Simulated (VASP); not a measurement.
# Te2Mo in VASP: further runs, part 2 of 2

VASP 6.6.1. Earlier steps stand in the parts before.

### 5 Single point, PBE (strain +3.9%)

INCAR reads:

```
SYSTEM = Te2Mo
ALGO = Normal ; EDIFF = 1E-6
ENCUT = 520 ; GGA = PE
ISIF = 2 ; ISMEAR = -1
LASPH = .TRUE. ; LCHARG = .FALSE.
LREAL = .FALSE. ; LWAVE = .FALSE.
NBANDS = 35 ; NELM = 60
PREC = Accurate ; SIGMA = 0.02
```

KPOINTS reads:

```
k-points
0
G
  12 12 2
  0 0 0
```

POSCAR reads:

```
Te2Mo
1.0
    3.6799163817      0.0000000000      0.0000000000
   -1.8399581908      3.1869010703      0.0000000000
    0.0000000000      0.0000000000     14.7281144078
Te Mo
4 2
Direct
    0.3333333333      0.6666666667      0.6309655808
    0.6666666667      0.3333333333      0.1309655808
    0.3333333333      0.6666666667      0.8690344192
    0.6666666667      0.3333333333      0.3690344192
    0.3333333333      0.6666666667      0.2500000000
    0.6666666667      0.3333333333      0.7500000000
```

Started as:

```sh
$ cat potpaw_PBE.64/Te/POTCAR potpaw_PBE.64/Mo_sv/POTCAR > POTCAR
$ mpirun -np 1 vasp_std > vasp.out
```

It took 5.9 min on 1 thread of AMD EPYC 7R13, shared host; peak memory 0.37 GiB.

It converged, with:

```yaml
Free_energy: -35.9131 eV
Pressure: -2.1 GPa
Largest_force: 0.168 eV/Å
Band_gap_on_the_k_mesh: 0.49 eV, indirect (least direct gap 0.78 eV)
```

Forces on the atoms (eV/Å):
```
Te   0.000  0.000 -0.168
Te   0.000  0.000 -0.168
Te   0.000  0.000  0.168
Te   0.000  0.000  0.168
Mo   0.000  0.000  0.000
Mo   0.000  0.000  0.000
```

Stress tensor (GPa, compression positive):
```
-3.80  0.00  0.00
 0.00 -3.80  0.00
 0.00  0.00  1.16
```

Levels at points of the mesh, in eV from the valence-band top:
| k point | band 24 | band 25 | band 26 | band 27 | band 28 | band 29 |
| --- | --- | --- | --- | --- | --- | --- |
| (0.00, 0.00, 0.00) | -0.65 | -0.49 | 0.00 | 2.44 | 2.44 | 2.49 |
| (0.50, 0.00, 0.00) | -0.93 | -0.88 | -0.85 | 0.86 | 0.89 | 1.15 |
| (0.00, 0.00, 0.50) | -1.32 | -0.10 | -0.10 | 2.46 | 2.46 | 2.46 |
| (0.50, 0.00, 0.50) | -0.90 | -0.90 | -0.90 | 0.88 | 0.88 | 1.21 |

Caveat: the cell differs from its parent crystal (strain +3.9%); spin-orbit coupling is left out, which moves the levels of the heavy elements; this functional lacks dispersion, which binds the layers, so the pressure and a relaxed spacing across them are unreliable. A k mesh can miss the band edges.

### 6 Single point, r2SCAN (uniaxial z strain -5.3%)

POSCAR reads:

```
Te2Mo
1.0
    3.5421276173      0.0000000000      0.0000000000
   -1.7710638086      3.0675725001      0.0000000000
    0.0000000000      0.0000000000     13.4266985809
Te Mo
4 2
Direct
    0.3333333333      0.6666666667      0.6174390387
    0.6666666667      0.3333333333      0.1174390387
    0.3333333333      0.6666666667      0.8825609613
    0.6666666667      0.3333333333      0.3825609613
    0.3333333333      0.6666666667      0.2500000000
    0.6666666667      0.3333333333      0.7500000000
```

INCAR.step1 reads:

```
SYSTEM = Te2Mo
PREC = Accurate
ENCUT = 520
ISMEAR = 0
SIGMA = 0.01
LREAL = .False.
LASPH = .True.
NELM = 60
NBANDS = 35
GGA = PE
ALGO = Normal
EDIFF = 1E-4
LWAVE = .True.
LCHARG = .False.
```

INCAR.step2 reads:

```
SYSTEM = Te2Mo
PREC = Accurate
ENCUT = 520
EDIFF = 1E-6
ISMEAR = 0
SIGMA = 0.01
LREAL = .False.
LASPH = .True.
NELM = 60
ALGO = Normal
ISIF = 2
LWAVE = .False.
LCHARG = .True.
METAGGA = R2SCAN
LMIXTAU = .True.
LELF = .True.
LVHAR = .True.
NBANDS = 35
ISTART = 1
```

KPOINTS reads:

```
regular mesh
0
Gamma
  12 12 2
  0 0 0
```

Potentials or basis: VASP PAW PBE potentials, release 64 (Te, Mo_sv).

Started as:

```sh
$ cat potpaw_PBE.64/Te/POTCAR potpaw_PBE.64/Mo_sv/POTCAR > POTCAR
$ cp INCAR.step1 INCAR
$ mpirun -np 1 vasp_std > vasp.out
$ cp INCAR.step2 INCAR
$ mpirun -np 1 vasp_std > vasp.out
```

Run time: 16 min. Hardware: 1 thread of AMD EPYC 7R13, shared host; peak memory 0.36 GiB.

It converged, with:

- Free energy: -155.4849 eV
- Pressure: 3.3 GPa
- Largest force: 0.008 eV/Å
- Band gap on the k mesh: 0.61 eV, indirect (least direct gap 1.03 eV)

Forces in eV/Å, atoms in the order of the input:
```
Te   0.000  0.000  0.008
Te   0.000  0.000  0.008
Te   0.000  0.000 -0.008
Te   0.000  0.000 -0.008
Mo   0.000  0.000  0.000
Mo   0.000  0.000  0.000
```

Stress tensor (GPa, compression positive):
```
2.38 0.00 0.00
0.00 2.38 0.00
0.00 0.00 5.09
```

Levels at points of the mesh, in eV from the valence-band top:
```csv
k point,band 24,band 25,band 26,band 27,band 28,band 29
"(0.00, 0.00, 0.00)",-1.24,-0.10,0.00,2.64,2.64,2.83
"(0.50, 0.00, 0.00)",-1.22,-1.17,-0.73,1.01,1.10,1.29
"(0.00, 0.00, 0.50)",-1.47,-0.02,-0.02,2.68,2.68,2.68
"(0.50, 0.00, 0.50)",-1.25,-0.95,-0.95,1.04,1.04,1.48
```

Caveat: the cell differs from its parent crystal (uniaxial z strain -5.3%); the PAW data sets were made with another functional, which shifts forces and pressure a little; spin-orbit coupling is left out, which moves the levels of the heavy elements. A k mesh can miss the band edges.

### 7 Overview

```tsv
level	cell	smearing	gap on the mesh (eV)	pressure (GPa)	largest force (eV/Å)
PBE	a = 3.542, b = 3.437, c = 14.177 Å, angles 90.0, 90.0, 121.0°, 6 atoms	fermi-dirac 0.02 eV	0.76	4.5	0.23
PBE	a = 3.542, b = 3.542, c = 13.427 Å, angles 90.0, 90.0, 120.0°, 6 atoms	fermi-dirac 0.02 eV	0.47	3.7	0.26
PBE	a = 3.542, b = 3.542, c = 14.177 Å, angles 90.0, 90.0, 120.0°, 6 atoms	fermi-dirac 0.02 eV	0.82	1.9	0.21
PBE	a = 3.680, b = 3.680, c = 14.728 Å, angles 90.0, 90.0, 120.0°, 6 atoms	fermi-dirac 0.02 eV	0.49	-2.1	0.17
r2SCAN	a = 3.542, b = 3.542, c = 13.427 Å, angles 90.0, 90.0, 120.0°, 6 atoms	gaussian 0.01 eV	0.61	3.3	0.01
```

Alike in all rows: task single point; potentials or basis VASP PAW PBE potentials, release 64 (Te, Mo_sv); no spin polarisation; k mesh 12 × 12 × 2; cutoff (eV) 520.

Caveats: spin-orbit coupling is left out, which moves the levels of the heavy elements; this functional lacks dispersion, which binds the layers, so the pressure and a relaxed spacing across them are unreliable (some runs); the PAW data sets were made with another functional, which shifts forces and pressure a little (some runs).

Total energies depend on the potentials used, so only differences within one code and one set of settings carry meaning.

### 8 Against experiment

Step 4. Measured gap of Te2Mo: 0.88 eV (indirect; 300 K; quoted in “Broadband infrared study of pressure-tunable Fano resonance and metallization transition in 2H-MoTe2”, 2022, pmc:9569381). This calculation gives 0.82 eV (-0.06 eV). Spin-orbit coupling on Mo, Te is left out. The value is that of PBE on a finite k mesh, which can miss the band edges, without temperature or zero-point motion. Semilocal functionals fall short of measured gaps as a rule.
